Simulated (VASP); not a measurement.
A run of VASP 6.6.1:

INCAR

```
SYSTEM = H4BrN
ALGO = Normal
EDIFF = 1E-7
ENCUT = 520
ISIF = 2
ISMEAR = -1
LASPH = .True.
LCHARG = .False.
LREAL = .False.
LWAVE = .False.
NBANDS = 17
NELM = 60
PREC = Accurate
SIGMA = 0.01
```

KPOINTS

```
k-points
0
Gamma
  4 4 4
  0 0 0
```

The input POSCAR:

```
H4BrN
1.0
    3.8904913715      0.0000000000      0.0000000000
    0.0000000000      3.8904913715      0.0000000000
    0.0000000000      0.0000000000      3.8904913715
H Br N
4 1 1
Direct
    0.1556976959      0.1556976959      0.1556976959
    0.1556976959      0.8443023041      0.8443023041
    0.8443023041      0.1556976959      0.8443023041
    0.8443023041      0.8443023041      0.1556976959
    0.5000000000      0.5000000000      0.5000000000
    0.0000000000      0.0000000000      0.0000000000
```

Potentials or basis: VASP PAW LDA potentials, release 64 (H, Br, N).

Run with:

```console
$ cat potpaw_LDA.64/H/POTCAR potpaw_LDA.64/Br/POTCAR potpaw_LDA.64/N/POTCAR > POTCAR
$ mpirun -np 1 vasp_std > vasp.out
```

Hardware: 1 thread of Intel(R) Xeon(R) 6975P-C (Granite Rapids), with other jobs on the host.

How long does it take, and how much memory?

Wall time 6.7 s on 1 thread of Intel(R) Xeon(R) 6975P-C (Granite Rapids) (shared host), peak memory 0.14 GiB. Counts: scf iterations 14, k points 10.
